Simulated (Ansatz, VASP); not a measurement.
# One calculation of AgCl, two programs

The input POSCAR:

```
AgCl
1.0
    3.4053220610      0.0097340191      0.0097340191
    0.0097340191      3.4053220610      0.0097340191
    0.0097340191      0.0097340191      3.4053220610
Ag Cl
1 1
Direct
    0.0000000000      0.0000000000      0.0000000000
    0.5000000000      0.5000000000      0.5000000000
```

The input INCAR.step1:

```
SYSTEM = AgCl
ALGO = Normal
EDIFF = 1E-4
ENCUT = 520
GGA = PE
ISMEAR = 0
LASPH = .TRUE.
LCHARG = .FALSE.
LREAL = .FALSE.
LWAVE = .TRUE.
NBANDS = 16
NELM = 100
PREC = Accurate
SIGMA = 0.01
```

Contents of INCAR.step2:

```
SYSTEM = AgCl
ALGO = Normal
EDIFF = 1E-7
ENCUT = 520
ISIF = 2
ISMEAR = 0
ISTART = 1
LASPH = .TRUE.
LCHARG = .FALSE.
LMIXTAU = .TRUE.
LREAL = .FALSE.
LWAVE = .FALSE.
METAGGA = R2SCAN
NBANDS = 16
NELM = 100
PREC = Accurate
SIGMA = 0.01
```

The input KPOINTS:

```
k-points
0
G
  8 8 8
  0 0 0
```

Input for Ansatz:

```yaml
crystal:
  lattice:
    - [3.405322061, 0.0097340191, 0.0097340191]
    - [0.0097340191, 3.405322061, 0.0097340191]
    - [0.0097340191, 0.0097340191, 3.405322061]
  atoms:
    - { symbol: Ag, position: [0.0, 0.0, 0.0] }
    - { symbol: Cl, position: [0.5, 0.5, 0.5] }
kpoints:
  mp_grid: { grid: [8, 8, 8] }
  band_path:
    path: [[0.0, 0.0, 0.0], [0.0, 0.5, 0.0], [0.5, 0.5, 0.0], [0.5, 0.5, 0.5]]
    npoints: 1
hamiltonian:
  xc: r2scan
scf:
  occupations: { method: fixed }
  n_extra_bands: 4
output:
  forces: true
  stress: true
  eigenvalues: true
```

Change from the starting cell: shear_111 strain +0.9%.

Alike in both runs: task single point; functional r2SCAN; k mesh 8 × 8 × 8; no spin polarisation.

```csv
,VASP,Ansatz
version,VASP 6.6.1,Ansatz 0.2.0
potentials or method,"VASP PAW PBE potentials, release 64 (Ag, Cl)","plane waves, PAW"
plane-wave cutoff (eV),520,500
occupations,"gaussian, width 0.01 eV",fixed
valence electrons in the cell,18,26
```

Ansatz gave:

| Item | Value |
| --- | --- |
| gap on the k mesh at the Fermi level (eV) | 1.20 |
| pressure (GPa) | -0.5 |
| traceless stress, the component that is largest in VASP (GPa) | 0.06 |

Q: What did VASP give for the same quantities?

A: gap on the k mesh at the Fermi level (eV): 1.16; pressure (GPa): -0.6; traceless stress, the component that is largest in VASP (GPa): 0.06.

VASP's potentials were made for PBE, not for r2SCAN. VASP's potentials hold 18 valence electrons a cell and Ansatz's 26, so a difference there can come from the potentials and not from the codes.
